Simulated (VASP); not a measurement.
Be: phonons with PBE+D3(BJ)

Crystal: Be.

```
CELL_PARAMETERS angstrom
2.21506 0.00000 0.00000
-1.10753 1.91830 0.00000
0.00000 0.00000 3.49836
ATOMIC_POSITIONS crystal
Be 0.33333 0.66667 0.25000
Be 0.66667 0.33333 0.75000
```

```
Program                : VASP 6.6.1
Task                   : phonons
Functional             : PBE
Dispersion             : D3(BJ)
Potentials or basis    : VASP PAW PBE potentials, release 64 (Be)
Cutoff                 : 600 eV
k mesh                 : 21 × 21 × 12
Occupations            : fermi-dirac, width 0.15 eV
Spin                   : no spin polarisation
Dipole correction      : no
Further INCAR settings : ALGO = Normal; EDIFF = 1e-08; NBANDS = 9; IBRION = 6; POTIM = 0.015; NSW = 1
```

```
Highest phonon frequency at Γ : 754 cm⁻¹
Dispersion energy per atom    : -0.379 eV
```

Phonon frequencies in cm⁻¹ (negative: imaginary):
```csv
q point,frequencies
"(0.000, 0.000, 0.000)",0 0 0 488 488 754
```

It took 2.9 min on 1 thread of Intel(R) Xeon(R) Platinum 8488C (Sapphire Rapids) (shared host), peak memory 0.45 GiB.
